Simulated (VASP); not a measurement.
Here is a VASP 6.6.1 calculation.

The input INCAR:

```
SYSTEM = Au
PREC = Accurate ; ENCUT = 500
EDIFF = 1E-6 ; ISMEAR = 1
SIGMA = 0.02 ; LREAL = .FALSE.
LASPH = .TRUE. ; NELM = 120
ALGO = Normal ; ISIF = 2
LWAVE = .FALSE. ; LCHARG = .TRUE.
GGA = RE ; IVDW = 12
LELF = .TRUE. ; LVHAR = .TRUE.
NBANDS = 18 ; GGA_COMPAT = .FALSE.
```

KPOINTS

```
regular mesh
0
G
  9 9 5
  0 0 0
```

File POSCAR:

```
Au
1.0
    2.8608060062      0.0000000000      0.0000000000
   -1.4304030031      2.4775270553      0.0000000000
    0.0000000000      0.0000000000      4.8140459691
Au
2
Direct
    0.3333333333      0.6666666667      0.7500000000
    0.6666666667      0.3333333333      0.2500000000
```

Potentials or basis: VASP PAW PBE potentials, release 64 (Au).

Launch:

```sh
$ cat potpaw_PBE.64/Au/POTCAR > POTCAR
$ mpirun -np 1 vasp_std > vasp.out
```

(1) Estimate the band gap on the k mesh.

(2) What does it give for the dispersion energy per atom?

(3) Predict the pressure.

Answers

(1) zero (bands 11 and 12 overlap by 6.21 eV).

(2) -1.260 eV.

(3) -1.2 GPa.

Caveat: three body term missing; the PAW data sets were made with another functional, which shifts forces and pressure a little; spin-orbit coupling is left out, which moves the levels of the heavy elements.
